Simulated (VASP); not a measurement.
RbBr, 2 atoms in the cell. The structure is cubic, space group F-43m (No. 216). Conventional cell: a = 7.739 Å, b = 7.739 Å, c = 7.739 Å, α = 90.00°, β = 90.00°, γ = 90.00°. Rb (site symmetry -43m) has 4 Br at 3.35 Å within 4.4 Å. Within 4.4 Å of Br (site symmetry -43m) lie 4 Rb at 3.35 Å. 

| Item | Value |
| --- | --- |
| Program | VASP 6.6.1 |
| Task | single point |
| Functional | r2SCAN |
| Potentials or basis | VASP PAW PBE potentials, release 64 (Rb_sv, Br) |
| Cutoff | 520 eV |
| k mesh | 4 × 4 × 4 |
| Occupations | gaussian, width 0.01 eV |
| Spin | no spin polarisation |
| Dipole correction | no |
| Further INCAR settings | ALGO = Normal; EDIFF = 1e-07; NBANDS = 15 |

Potentials or basis: VASP PAW PBE potentials, release 64 (Rb_sv, Br).

Run with:

```sh
$ cat potpaw_PBE.64/Rb_sv/POTCAR potpaw_PBE.64/Br/POTCAR > POTCAR
$ cp INCAR.step1 INCAR
$ mpirun -np 1 vasp_std > vasp.out
$ cp INCAR.step2 INCAR
$ mpirun -np 1 vasp_std > vasp.out
```

Hardware: 1 thread of AMD EPYC 7R43 64-Core Processor (Zen 3), on a shared host.

Question: Estimate the wall time of this run.

Answer: Wall time 84 s on 1 thread of AMD EPYC 7R43 64-Core Processor (Zen 3) (shared host), peak memory 0.25 GiB. Counts: k points 8.
